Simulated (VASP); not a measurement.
Runs of VASP 6.6.1 on Si2Ni (fluorite type). The structure is that of space group Fm-3m (No. 225), or close to it. The cells are those of the table. 

```tsv
task	cell	k mesh for the DOS	occupations for the DOS	gap on the mesh (eV)	pressure (GPa)
single point	a = 3.706 Å, angles 60.0°, 3 atoms	-	-	none	12.0
single point	a = 3.512 Å, angles 60.0°, 3 atoms	-	-	none	62.9
single point	a = 3.226 Å, angles 60.0°, 3 atoms	-	-	none	235.0
single point	a = 3.391 Å, angles 60.0°, 3 atoms	-	-	none	(b)
single point	a = 3.783 Å, angles 60.0°, 3 atoms	-	-	none	0.1
single point	a = 3.625 Å, angles 60.0°, 3 atoms	-	-	none	(a)
```

Alike in all rows: level LDA; potentials or basis VASP PAW LDA potentials, release 64 (Ni, Si); no spin polarisation; k mesh 11 × 11 × 11; cutoff (eV) 520; smearing fermi-dirac 0.05 eV.

Q: Fill in the values left out.

A: (a) 28.9; (b) 117.1.

A gap of «none» marks levels without a gap at the run's occupations.
